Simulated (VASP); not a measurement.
Write the native input for VASP 6.6.1 that does the following.

- Task: single point
- Functional: RPBE
- Potentials or basis: VASP PAW PBE potentials, release 64 (Ru_pv)
- Cutoff: 520 eV
- k mesh: 10 × 10 × 13
- Occupations: fermi-dirac, width 0.1 eV
- Spin: no spin polarisation
- Dipole correction: no
- Further INCAR settings: ALGO = Normal; EDIFF = 1e-06; NBANDS = 28

The structure of Ru lies in POSCAR:

```
Ru
1.0
    4.2321283724      0.0000000000      0.0000000000
   -2.1160641862      3.6651306826      0.0000000000
    0.0000000000      0.0000000000      2.6613087818
Ru
3
Direct
    1.0000000000      0.0000000000      0.0000000000
    0.3333333333      0.6666666667      0.5000000000
    0.6666666667      0.3333333333      0.5000000000
```

This isn't the form of Ru at room conditions, which is hcp.

The input as run:

INCAR

```
PREC = Accurate ; ENCUT = 520
EDIFF = 1E-6 ; ISMEAR = -1
SIGMA = 0.1 ; LREAL = F
LASPH = T ; NELM = 100
ALGO = Normal ; ISIF = 2
LWAVE = F ; LCHARG = F
GGA = RP ; NBANDS = 28
```

KPOINTS

```
Automatic mesh
0
Gamma
  10 10 13
```

Potentials or basis: VASP PAW PBE potentials, release 64 (Ru_pv).

Launch:

```sh
$ cat potpaw_PBE.64/Ru_pv/POTCAR > POTCAR
$ mpirun -np 1 vasp_std > vasp.out
```

Results of the run:

```json
{"Pressure": "12.5 GPa", "Band gap on the k mesh": "zero (bands 21 and 22 overlap by 2.37 eV)"}
```

Caveat: the cell stands under pressure; the PAW data sets were made with another functional, which shifts forces and pressure a little.

Run time: 31 s on 1 thread of Intel(R) Xeon(R) 6975P-C (Granite Rapids), on a shared host, peak memory 0.21 GiB.
